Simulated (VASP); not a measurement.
Input of a VASP 6.6.1 run:

Contents of INCAR:

```
PREC = Accurate
ENCUT = 520
EDIFF = 1E-6
ISMEAR = -1
SIGMA = 0.02
LREAL = Auto
LASPH = True
NELM = 150
ALGO = Normal
ISIF = 2
LWAVE = False
LCHARG = False
ISPIN = 2
MAGMOM = 1 1 1 1 1 1 1 1 1 1 1 1 1 1 1 1 1 1 1 1
LORBIT = 11
GGA = PE
IVDW = 12
NBANDS = 80
```

KPOINTS

```
Automatic mesh
0
Gamma
  1 1 1
```

POSCAR

```
O
1.0
    7.7749800000      0.0000000000      0.0000000000
    0.0000000000      7.7749800000      0.0000000000
    0.0000000000      0.0000000000      7.7749800000
O
20
Direct
    0.5651462136      0.1513626105      0.3447454400
    0.5344047225      0.1272495206      0.1929695879
    0.5147291861      0.7340882458      0.0447748345
    0.3690230315      0.7188799196      0.1003789353
    0.9754999259      0.6010959927      0.6271580036
    0.8908409885      0.5610355340      0.7527644850
    0.3588772057      0.4812140410      0.7367075652
    0.3266050852      0.3597129640      0.6432556252
    0.6709574605      0.2296881876      0.8314753773
    0.7571451490      0.1801592926      0.7103548344
    1.0326829934      0.8899584333      0.9385357471
    0.9043758967      0.9420938539      1.0116933921
    0.0706559362      0.0309309420      0.5163846846
    0.1915598430     -0.0517410888      0.4606857616
    0.7944276585      0.4780651251      0.2484506565
    0.8887437737      0.6004455928      0.2227000835
    0.1436521546      0.2809337364      0.0266770550
    0.1634834940      0.2961168318      0.1813431380
    0.5847996856      0.8176943749      0.6148690099
    0.5579893958      0.7350482903      0.4844996833
```

Potentials or basis: VASP PAW PBE potentials, release 64 (O).

The run is started by

```sh
$ cat potpaw_PBE.64/O/POTCAR > POTCAR
$ mpirun -np 1 vasp_gam > vasp.out
```

Task: What does it give for the net moment?

Result: 20.00 μB per cell.

Task: Predict the largest force.

Result: 1.155 eV/Å.

Task: Estimate the site moments.

Result: O +0.81 μB.

Task: Predict the pressure.

Result: 1.3 GPa.

Forces on the atoms (eV/Å):
```
O    0.213  0.165  1.064
O   -0.210 -0.176 -1.057
O    1.058  0.104 -0.406
O   -1.052 -0.119  0.405
O    0.595  0.288 -0.895
O   -0.596 -0.286  0.899
O    0.229  0.879  0.664
O   -0.241 -0.882 -0.683
O   -0.618  0.350  0.853
O    0.614 -0.340 -0.850
O    0.945 -0.376 -0.540
O   -0.941  0.386  0.546
O   -0.860  0.585  0.392
O    0.855 -0.595 -0.406
O   -0.682 -0.882  0.188
O    0.677  0.879 -0.188
O   -0.139 -0.098 -1.113
O    0.152  0.111  1.124
O    0.185  0.587  0.936
O   -0.185 -0.580 -0.934
```

Caveat: the k points lie up to 0.81 Å⁻¹ apart, too coarse for converged energies, forces and pressures; the standard files for N, O and F lose accuracy on very short bonds.
